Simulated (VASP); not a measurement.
PbS, a slab with vacuum:

```
Pb S
1.0
     2.94050   -2.90000    0.00000
     2.94050    2.90000    0.00000
    -1.08005    0.00000   11.70929
Pb S
2 2
Direct
  0.77560 0.77560 0.63638
  0.22440 0.22440 0.36362
  0.26840 0.26840 0.59860
  0.73160 0.73160 0.40140
```

Base run:

| Item | Value |
| --- | --- |
| Program | VASP 6.6.1 |
| Functional | BLYP |
| Potentials or basis | VASP PAW PBE potentials, release 64 (Pb_d, S) |
| Cutoff | 520 eV |
| k mesh | 6 × 6 × 2 |
| Occupations | fermi-dirac, width 0.01 eV |
| Spin | no spin polarisation |

Its results: band gap on the k mesh 1.18 eV, indirect (the least direct gap lies 0.5 meV higher); largest force 0.099 eV/Å.

Question: The run is repeated on the same cell with these changes: functional from BLYP to PBEsol. What comes out?

Answer: Band gap on the k mesh 1.25 eV, direct; largest force 0.675 eV/Å.

Caveats: the PAW data sets were made with another functional, which shifts forces and pressure a little; spin-orbit coupling is left out, which moves the levels of the heavy elements.

A k mesh can miss the band edges.
